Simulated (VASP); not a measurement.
Input of a VASP 6.6.1 run:

The input POSCAR:

```
PbS
1.0
    3.5308595210      0.0000000000      0.0000000000
    0.0000000000      3.5308595210      0.0000000000
    0.0000000000      0.0000000000      3.5308595210
Pb S
1 1
Direct
    0.0000000000      0.0000000000      0.0000000000
    0.5000000000      0.5000000000      0.5000000000
```

File INCAR.step1:

```
SYSTEM = PbS
ALGO = Normal
EDIFF = 1E-4
ENCUT = 520
GGA = PE
ISMEAR = 0
LASPH = .TRUE.
LCHARG = .FALSE.
LREAL = .FALSE.
LWAVE = .TRUE.
NBANDS = 17
NELM = 80
PREC = Accurate
SIGMA = 0.1
```

INCAR.step2

```
SYSTEM = PbS
ALGO = Normal
EDIFF = 1E-7
ENCUT = 520
ISIF = 2
ISMEAR = 0
ISTART = 1
LASPH = .TRUE.
LCHARG = .FALSE.
LMIXTAU = .TRUE.
LREAL = .FALSE.
LWAVE = .FALSE.
METAGGA = R2SCAN
NBANDS = 17
NELM = 80
PREC = Accurate
SIGMA = 0.1
```

The input KPOINTS:

```
k-points
0
G
  12 12 12
  0 0 0
```

Potentials or basis: VASP PAW PBE potentials, release 64 (Pb_d, S).

The run is started by

```console
$ cat potpaw_PBE.64/Pb_d/POTCAR potpaw_PBE.64/S/POTCAR > POTCAR
$ cp INCAR.step1 INCAR
$ mpirun -np 1 vasp_std > vasp.out
$ cp INCAR.step2 INCAR
$ mpirun -np 1 vasp_std > vasp.out
```

(1) What does it give for the pressure?

(2) What does it give for the band gap on the k mesh?

## Answers

(1) 6.6 GPa.

(2) zero (bands 10 and 11 overlap by 0.73 eV).

Caveat: the cell differs from its parent crystal (strained); the cell stands under pressure; semilocal functionals underestimate gaps, and a narrow one can read as zero; the PAW data sets were made with another functional, which shifts forces and pressure a little; spin-orbit coupling is left out, which moves the levels of the heavy elements.
